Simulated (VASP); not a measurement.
# SnSe in VASP: notebook

The runs below take SnSe through single point, with PBE.

Everything below comes from runs of VASP 6.6.1. Logs are shortened: lines on timing, memory, paths and dates and some standing lists are left out, and cuts for length are marked.

### 1 The cell of the first run

It takes space group I4mm (No. 107, tetragonal). The conventional cell has a = 4.257 Å, b = 4.257 Å, c = 6.020 Å, α = 90.00°, β = 90.00°, γ = 90.00°. Within 3.8 Å of Sn (site symmetry 4mm) lie 6 Se at 2.86 to 3.16 Å. Within 3.8 Å of Se (site symmetry 4mm) lie 6 Sn at 2.86 to 3.16 Å.

### 2 Single point, PBE (one atom moved)

Input file INCAR:

```
PREC = Accurate ; ENCUT = 520
EDIFF = 1E-7 ; ISMEAR = 0
SIGMA = 0.05 ; LREAL = F
LASPH = T ; NELM = 60
ALGO = Normal ; ISIF = 2
LWAVE = F ; LCHARG = F
GGA = PE ; NBANDS = 17
```

Input file KPOINTS:

```
Automatic mesh
0
Gamma
  10 10 10
```

Input file POSCAR:

```
SnSe
1.0
    0.0000000000      3.0100000000      3.0100000000
    3.0100000000      0.0000000000      3.0100000000
    3.0100000000      3.0100000000      0.0000000000
Sn Se
1 1
Direct
    0.0249169435      0.0249169435     -0.0249169435
    0.5000000000      0.5000000000      0.5000000000
```

Potentials or basis: VASP PAW PBE potentials, release 64 (Sn_d, Se).

Run with:

```sh
$ cat potpaw_PBE.64/Sn_d/POTCAR potpaw_PBE.64/Se/POTCAR > POTCAR
$ mpirun -np 1 vasp_std > vasp.out
```

OUTCAR:

```text
PREC = Accurate
   ENCUT = 520
   EDIFF = 1E-7
   ISMEAR = 0
   LREAL = F
   LASPH = T
   NELM = 60
   ISIF = 2
   GGA = PE

 ion  position               nearest neighbor table
   1  0.025  0.025  0.975-   2 2.86   2 3.01   2 3.01   2 3.01   2 3.01   2 3.16
   2  0.500  0.500  0.500-   1 2.86   1 3.01   1 3.01   1 3.01   1 3.01   1 3.16

  LATTYP: Found a face centered cubic cell.
 ALAT       =     6.0200000000

  Lattice vectors:

 A1 = (   0.0000000000,   3.0100000000,   3.0100000000)
 A2 = (   3.0100000000,   0.0000000000,   3.0100000000)
 A3 = (   3.0100000000,   3.0100000000,   0.0000000000)

Analysis of symmetry for initial positions (statically):
=====================================================================
 Subroutine PRICEL returns:
 Original cell was already a primitive cell.

 Routine SETGRP: Setting up the symmetry group for a
 face centered cubic supercell.

 Subroutine GETGRP returns: Found  8 space group operations
 (whereof  8 operations were pure point group operations)
 out of a pool of 48 trial point group operations.

The static configuration has the point symmetry C_4v.

Analysis of symmetry for dynamics (positions and initial velocities):
=====================================================================
 Subroutine PRICEL returns:
 Original cell was already a primitive cell.

 Routine SETGRP: Setting up the symmetry group for a
 face centered cubic supercell.

 Subroutine GETGRP returns: Found  8 space group operations
 (whereof  8 operations were pure point group operations)
 out of a pool of 48 trial point group operations.

The dynamic configuration has the point symmetry C_4v.

 Subroutine INISYM returns: Found  8 space group operations
 (whereof  8 operations are pure point group operations),
 and found     1 'primitive' translations

----------------------------------------------------------------------------------------

                                     Primitive cell

  volume of cell :      54.5418

  direct lattice vectors                    reciprocal lattice vectors
     0.000000000  3.010000000  3.010000000    -0.166112957  0.166112957  0.166112957
     3.010000000  0.000000000  3.010000000     0.166112957 -0.166112957  0.166112957
     3.010000000  3.010000000  0.000000000     0.166112957  0.166112957 -0.166112957

  length of vectors
     4.256782823  4.256782823  4.256782823     0.287716081  0.287716081  0.287716081

  position of ions in fractional coordinates (direct lattice)
     0.024916944  0.024916944  0.975083056
     0.500000000  0.500000000  0.500000000

  ion indices of the primitive-cell ions
   primitive index   ion index
                 1           1
                 2           2

----------------------------------------------------------------------------------------

 KPOINTS: Automatic mesh

Automatic generation of k-mesh.
 Grid dimensions read from file:
 generate k-points for:   10   10   10

 Generating k-lattice:

  Cartesian coordinates                     Fractional coordinates (reciprocal lattice)
    -0.016611296  0.016611296  0.016611296     0.100000000  0.000000000  0.000000000
     0.016611296 -0.016611296  0.016611296     0.000000000  0.100000000  0.000000000
     0.016611296  0.016611296 -0.016611296     0.000000000  0.000000000  0.100000000

  Length of vectors
     0.028771608  0.028771608  0.028771608

  Shift w.r.t. Gamma in fractional coordinates (k-lattice)
     0.000000000  0.000000000  0.000000000

 Subroutine IBZKPT returns following result:
 ===========================================

 Found    102 irreducible k-points:

 Following reciprocal coordinates:
            Coordinates               Weight
  0.000000  0.000000  0.000000      1.000000
  0.100000  0.000000  0.000000      8.000000
  0.200000  0.000000  0.000000      8.000000
  0.300000  0.000000  0.000000      8.000000
  0.400000  0.000000  0.000000      8.000000
  0.500000  0.000000  0.000000      4.000000
[... 16 lines left out ...]
 -0.100000  0.100000  0.000000      4.000000
  0.000000 -0.100000  0.100000      8.000000
 [... further k-points ...]
   k-points           NKPTS =    102   k-points in BZ     NKDIM =    102   number of bands    NBANDS=     17
   number of dos      NEDOS =    301   number of ions     NIONS =      2
   total plane-waves  NPLWV =  32768
   dimension x,y,z NGX =    32 NGY =   32 NGZ =   32
   dimension x,y,z NGXF=    64 NGYF=   64 NGZF=   64
   ions per type =               1   1
   NGX,Y,Z   is equivalent  to a cutoff of  12.50, 12.50, 12.50 a.u.
   NGXF,Y,Z  is equivalent  to a cutoff of  24.99, 24.99, 24.99 a.u.
 SYSTEM =  unknown system
   PREC   = accura    normal or accurate (medium, high low for compatibility)
   ISTART =      0    job   : 0-new  1-cont  2-samecut
   ICHARG =      2    charge: 1-file 2-atom 10-const
   ISPIN  =      1    spin polarized calculation?
   LNONCOLLINEAR =      F non collinear calculations
   LSORBIT =      F    spin-orbit coupling
   LASPH  =      T    aspherical Exc in radial PAW
   ENCUT  =  520.0 eV  38.22 Ry    6.18 a.u.   7.91  7.91  7.91*2*pi/ulx,y,z
   NELM   =     60;   NELMIN=  2; NELMDL= -5     # of ELM steps
   EDIFF  = 0.1E-06   stopping-criterion for ELM
   LREAL  =      F    real-space projection
   EDIFFG = 0.1E-05   stopping-criterion for IOM
   NSW    =      0    number of steps for IOM
   IBRION =     -1    ionic relax: 0-MD 1-quasi-New 2-CG
   NFREE  =      0    steps in history (QN), initial steepest desc. (CG)
   ISIF   =      2    stress and relaxation
   ISYM   =      2    0-nonsym 1-usesym 2-fastsym
   POTIM  = 0.5000    time-step for ionic-motion
   TEBEG  =    0.0;   TEEND  =   0.0 temperature during run
   PSTRESS=    0.0 pullay stress
   NELECT =      20.0000    total number of electrons
   NUPDOWN=      -1.0000    fix difference up-down
   EMIN   =  10.00;   EMAX   =-10.00  energy-range for DOS
   EFERMI =   0.00;   METHOD = LEGACY
   ISMEAR =     0;   SIGMA  =   0.05  broadening in eV -4-tet -1-fermi 0-gaus
   EFERMI_NEDOS =   21; number of points for ismear=-14 and -15
   IALGO  =     38    algorithm
   IMIX   =      4    mixing-type and parameters
     AMIX     =   0.40;   BMIX     =  1.00
     AMIX_MAG =   1.60;   BMIX_MAG =  1.00
  volume/ion in A,a.u.               =      27.27       184.03
  Fermi-wavevector in a.u.,A,eV,Ry     =   1.171768  2.214321 18.681350  1.373040
  Thomas-Fermi vector in A             =   2.308207
   LORBIT       =      0    0 simple, 1 ext, 2 COOP (PROOUT), +10 PAW based schemes
   GGA     = PE    functional components
   LHFCALC =     F    Hartree Fock is set to
   AEXX    =    0.0000 exact exchange contribution
   IVDW    =     0    specifies the selected vdW correction
   LEPSILON=     F    determine dielectric tensor
   LRPA    =     F    only Hartree local field effects (RPA)
 non-spin polarized calculation
 Gauss-broadening in eV      SIGMA  =   0.05
  energy-cutoff  :      520.00
  volume of cell :       54.54
 maximum number of plane-waves:      1479
   NGX = 15   NGY = 15   NGZ = 15

 number of electron      20.0000000 magnetization

 Free energy of the ion-electron system (eV)
  ---------------------------------------------------
  ext. energy  EPLUGINS =         0.00000000
  ---------------------------------------------------
  free energy    TOTEN  =        -8.21034958 eV

  energy without entropy =       -8.21034958  energy(sigma->0) =       -8.21034958

 E-fermi :   5.8142     XC(G=0):  -9.5920

 val. band max:        5.5376217688   @ k =   0.5000   0.0000   0.0000
 cond. band min:       6.1084750109   @ k =  -0.4000   0.1000   0.0000
 fundamental gap:      0.5708532422
 Fermi energy:         5.8142362990

 k-point     1 :       0.0000    0.0000    0.0000
  band No.  band energies     occupation
      1     -16.0007      2.00000
      2     -15.9982      2.00000
      3     -15.9956      2.00000
      4     -15.9956      2.00000
      5     -15.9944      2.00000
      6      -8.3013      2.00000
[... 9 lines left out ...]
     16      11.6267      0.00000
     17      13.7695      0.00000

 k-point     2 :       0.1000    0.0000    0.0000
  band No.  band energies     occupation
      1     -16.0002      2.00000
      2     -15.9988      2.00000
      3     -15.9956      2.00000
      4     -15.9946      2.00000
      5     -15.9943      2.00000
      6      -8.2309      2.00000
[... 9 lines left out ...]
     16      11.7807      0.00000
     17      14.4602      0.00000

 k-point     3 :       0.2000    0.0000    0.0000
  band No.  band energies     occupation
      1     -16.0006      2.00000
      2     -15.9998      2.00000
      3     -15.9963      2.00000
      4     -15.9922      2.00000
      5     -15.9915      2.00000
      6      -8.0330      2.00000
[... 9 lines left out ...]
     16      12.3472      0.00000
     17      16.0164      0.00000

 k-point     4 :       0.3000    0.0000    0.0000
  band No.  band energies     occupation
      1     -16.0030      2.00000
      2     -16.0014      2.00000
      3     -15.9960      2.00000
      4     -15.9887      2.00000
      5     -15.9875      2.00000
      6      -7.7533      2.00000
[... 9 lines left out ...]
     16      13.3094      0.00000
     17      17.5152      0.00000

 k-point     5 :       0.4000    0.0000    0.0000
  band No.  band energies     occupation
      1     -16.0049      2.00000
      2     -16.0032      2.00000
      3     -15.9954      2.00000
      4     -15.9858      2.00000
      5     -15.9842      2.00000
      6      -7.4867      2.00000
[... 9 lines left out ...]
     16      14.5932      0.00000
     17      16.7106      0.00000

 k-point     6 :       0.5000    0.0000    0.0000
  band No.  band energies     occupation
      1     -16.0057      2.00000
      2     -16.0040      2.00000
      3     -15.9952      2.00000
      4     -15.9846      2.00000
      5     -15.9830      2.00000
      6      -7.3714      2.00000
[... 9 lines left out ...]
     16      15.7821      0.00000
     17      15.7876      0.00000

 k-point     7 :       0.1000    0.1000    0.0000
  band No.  band energies     occupation
      1     -16.0013      2.00000
      2     -15.9975      2.00000
      3     -15.9963      2.00000
      4     -15.9939      2.00000
      5     -15.9939      2.00000
      6      -8.2070      2.00000
[... 9 lines left out ...]
     16      12.2663      0.00000
     17      13.8787      0.00000

 k-point     8 :       0.0000    0.1000    0.1000
  band No.  band energies     occupation
      1     -15.9997      2.00000
      2     -15.9991      2.00000
      3     -15.9962      2.00000
      4     -15.9944      2.00000
      5     -15.9936      2.00000
      6      -8.2077      2.00000
[... 9 lines left out ...]
     16      12.1867      0.00000
     17      13.9345      0.00000
[... 203 lines left out ...]
      1     -16.0038      2.00000
      2     -16.0023      2.00000
      3     -15.9943      2.00000
      4     -15.9876      2.00000
      5     -15.9873      2.00000
      6      -7.6112      2.00000
[... 9 lines left out ...]
     16      14.9365      0.00000
     17      16.6689      0.00000

 k-point    20 :       0.0000   -0.3000    0.1000
  band No.  band energies     occupation
      1     -16.0040      2.00000
      2     -16.0014      2.00000
      3     -15.9961      2.00000
      4     -15.9885      2.00000
      5     -15.9853      2.00000
      6      -7.6104      2.00000
[... 9 lines left out ...]
     16      14.8972      0.00000
     17      16.6702      0.00000

 k-point    21 :      -0.2000    0.1000    0.0000
  band No.  band energies     occupation
      1     -16.0020      2.00000
      2     -16.0001      2.00000
      3     -15.9948      2.00000
      4     -15.9910      2.00000
      5     -15.9907      2.00000
      6      -7.8917      2.00000
[... 9 lines left out ...]
     16      13.6680      0.00000
     17      15.2754      0.00000

 k-point    22 :       0.0000   -0.2000    0.1000
  band No.  band energies     occupation
      1     -16.0015      2.00000
      2     -15.9995      2.00000
      3     -15.9973      2.00000
      4     -15.9921      2.00000
      5     -15.9882      2.00000
      6      -7.8907      2.00000
[... 9 lines left out ...]
     16      13.6276      0.00000
     17      15.2577      0.00000

 k-point    23 :      -0.1000    0.1000    0.0000
  band No.  band energies     occupation
      1     -16.0002      2.00000
      2     -15.9991      2.00000
      3     -15.9954      2.00000
      4     -15.9938      2.00000
      5     -15.9933      2.00000
      6      -8.1182      2.00000
[... 9 lines left out ...]
     16      12.5984      0.00000
     17      14.3351      0.00000

 k-point    24 :       0.0000   -0.1000    0.1000
  band No.  band energies     occupation
      1     -15.9998      2.00000
      2     -15.9995      2.00000
      3     -15.9964      2.00000
      4     -15.9944      2.00000
      5     -15.9916      2.00000
      6      -8.1176      2.00000
[... 9 lines left out ...]
     16      12.5724      0.00000
     17      14.3011      0.00000

 [... further k-points ...]
[... 5 lines left out ...]
  --------------------------------------------------------------------------------------
  -------------------------------------------------------------------------------------
  Total        0.3920387      0.3920387      0.6187356      0.0000000     -0.0000000      0.0000000
  in kB       11.5162225     11.5162225     18.1754929      0.0000000     -0.0000000      0.0000000
  external PRESSURE =      13.7359793 kB  Pullay stress =       0.0000000 kB

 VOLUME and BASIS-vectors are now :
 -----------------------------------------------------------------------------
  energy-cutoff  :      520.00
  volume of cell :       54.54
      direct lattice vectors                 reciprocal lattice vectors
     0.000000000  3.010000000  3.010000000    -0.166112957  0.166112957  0.166112957
     3.010000000  0.000000000  3.010000000     0.166112957 -0.166112957  0.166112957
     3.010000000  3.010000000  0.000000000     0.166112957  0.166112957 -0.166112957

 POSITION                                       TOTAL-FORCE (eV/Angst)
 -----------------------------------------------------------------------------------
      3.01000      3.01000      0.15000         0.000000      0.000000     -0.062522
      3.01000      3.01000      3.01000         0.000000      0.000000      0.062522
 -----------------------------------------------------------------------------------
    total drift:                                0.000000      0.000000      0.000100

  FREE ENERGIE OF THE ION-ELECTRON SYSTEM (eV)
  ---------------------------------------------------
  free  energy   TOTEN  =        -8.2103495823 eV

  energy  without entropy=       -8.2103495823  energy(sigma->0) =       -8.21034958
```

Wall time 36 s (1 thread of Intel Xeon Platinum 8488C (Sapphire Rapids), shared host); peak memory 0.22 GiB.

Results:

```
Free energy            : -8.2103 eV
Pressure               : 1.4 GPa
Largest force          : 0.063 eV/Å
Band gap on the k mesh : 0.57 eV (least direct gap 0.66 eV)
```

Forces in eV/Å, atoms in the order of the input:
```
Sn   0.000  0.000 -0.063
Se   0.000  0.000  0.063
```

Caveat: the cell differs from its parent crystal (one atom moved); semilocal functionals underestimate gaps, and a narrow one can read as zero; spin-orbit coupling is left out, which moves the levels of the heavy elements. A k mesh can miss the band edges.

### 3 Single point, PBE (strained and its atoms moved)

Input file INCAR:

```
SYSTEM = SnSe
ALGO = Normal ; EDIFF = 1E-6
ENCUT = 520 ; GGA = PE
ISIF = 2 ; ISMEAR = 0
LASPH = .True. ; LCHARG = .True.
LELF = .True. ; LREAL = .False.
LVHAR = .True. ; LWAVE = .False.
NBANDS = 17 ; NELM = 80
PREC = Accurate ; SIGMA = 0.05
```

Input file KPOINTS:

```
k-points
0
Gamma
  10 10 10
  0 0 0
```

Input file POSCAR:

```
SnSe
1.0
    0.0000000000      2.9432683000      3.2141683000
    3.2141683000      0.0000000000      3.2141683000
    3.2141683000      2.9432683000      0.0000000000
Sn Se
1 1
Direct
    0.0415282392     -0.0415282392      0.0415282392
    0.4584717608      0.5415282392      0.4584717608
```

Potentials or basis: VASP PAW PBE potentials, release 64 (Sn_d, Se).

Run with:

```sh
$ cat potpaw_PBE.64/Sn_d/POTCAR potpaw_PBE.64/Se/POTCAR > POTCAR
$ mpirun -np 1 vasp_std > vasp.out
```

It took 41 s on 1 thread of Intel Xeon Platinum 8488C (Sapphire Rapids), shared host; peak memory 0.25 GiB.

The run converged. Its results:

* Free energy: -7.8407 eV
* Pressure: 2.4 GPa
* Largest force: 1.862 eV/Å
* Band gap on the k mesh: 1.18 eV (least direct gap 1.23 eV)

Forces on the atoms (eV/Å):
```
Sn   0.000 -1.862  0.000
Se   0.000  1.862  0.000
```

Stress tensor (GPa, compression positive):
```
-3.26  0.00  0.00
 0.00 13.70  0.00
 0.00  0.00 -3.26
```

Levels at points of the mesh, in eV from the valence-band top:
| k point | band 8 | band 9 | band 10 | band 11 | band 12 | band 13 |
| --- | --- | --- | --- | --- | --- | --- |
| (0.00, 0.00, 0.00) | -2.40 | -1.19 | -1.19 | 2.98 | 2.98 | 6.49 |
| (0.50, 0.00, 0.00) | -1.85 | -1.55 | 0.00 | 1.23 | 1.75 | 3.26 |
| (0.50, 0.50, 0.00) | -4.36 | -2.88 | -2.07 | 2.26 | 5.43 | 6.05 |
| (0.50, 0.00, 0.50) | -3.32 | -2.97 | -2.97 | 3.65 | 5.12 | 5.12 |

Caveat: the cell differs from its parent crystal (strained and its atoms moved); the stress differs along the axes, from -3 to 14 GPa; spin-orbit coupling is left out, which moves the levels of the heavy elements; forces of over 1 eV/Å act on the atoms, so gaps and moduli don't describe the material at rest. A k mesh can miss the band edges.

[end of part 1 of 2]
